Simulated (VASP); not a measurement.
Input of a VASP 6.6.1 run:

The input INCAR:

```
  PREC = Accurate
  ENCUT = 600
  EDIFF = 1E-6
  ISMEAR = 0
  SIGMA = 0.01
  LREAL = False
  LASPH = True
  NELM = 120
  ALGO = Normal
  ISIF = 2
  LWAVE = False
  LCHARG = False
  GGA = PE
  NBANDS = 16
  GGA_COMPAT = False
```

File KPOINTS:

```
regular mesh
0
Gamma
  12 12 6
```

Contents of POSCAR:

```
BN
1.0
    2.4484810794      0.0000000000      0.0000000000
   -1.2242405397      2.1204468116      0.0000000000
    0.0000000000      0.0000000000      4.0540899260
B N
2 2
Direct
    0.6666666667      0.3333333333      0.0000000000
    0.3333333333      0.6666666667      0.5000000000
    0.6666666667      0.3333333333      0.3750000000
    0.3333333333      0.6666666667      0.8750000000
```

Potentials or basis: VASP PAW PBE potentials, release 64 (B, N).

Command:

```console
$ cat potpaw_PBE.64/B/POTCAR potpaw_PBE.64/N/POTCAR > POTCAR
$ mpirun -np 1 vasp_std > vasp.out
```

(1) Estimate the pressure.

(2) Predict the band gap on the k mesh.

(3) Predict the largest force.

Answers

(1) 59.4 GPa.

(2) 5.00 eV, indirect (least direct gap 8.85 eV).

(3) 0.166 eV/Å.
